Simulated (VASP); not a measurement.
Here is a VASP 6.6.1 calculation.

The input INCAR:

```
  ALGO = Normal
  EDIFF = 1E-7
  EDIFFG = -0.04
  ENCUT = 750
  GGA = PE
  GGA_COMPAT = F
  IBRION = 2
  ISIF = 3
  ISMEAR = 0
  LASPH = T
  LCHARG = F
  LREAL = F
  LWAVE = F
  NELM = 120
  NELMIN = 4
  NSW = 90
  PREC = Accurate
  SIGMA = 0.1
```

File KPOINTS:

```
k-points
0
Gamma
  4 4 4
```

Contents of POSCAR:

```
RbLi3Rh
1.0
    4.5995815700      0.0000000000      0.0000000000
    0.0000000000      4.5995815700      0.0000000000
    0.0000000000      0.0000000000      4.5995815700
Rb Li Rh
1 3 1
Direct
    0.0000000000      0.0000000000      0.0000000000
    0.5000000000      0.0000000000      0.0000000000
    0.0000000000      0.5000000000      0.0000000000
    0.0000000000      0.0000000000      0.5000000000
    0.5000000000      0.5000000000      0.5000000000
```

Potentials or basis: VASP PAW PBE potentials, release 64 (Rb_sv, Li_sv, Rh_sv_GW).

Launch:

```console
$ cat potpaw_PBE.64/Rb_sv/POTCAR potpaw_PBE.64/Li_sv/POTCAR potpaw_PBE.64/Rh_sv_GW/POTCAR > POTCAR
$ mpirun -np 1 vasp_std > vasp.out
```

(1) What does it give for the relaxed volume?

(2) Predict the relaxed cell.

(3) Predict the space group after relaxing (to 0.05 Å).

## Answers

(1) 21.04 Å³/atom.

(2) a = 4.721 Å, b = 4.721 Å, c = 4.721 Å, α = 90.00°, β = 90.00°, γ = 90.00°.

(3) Pm-3m (No. 221).
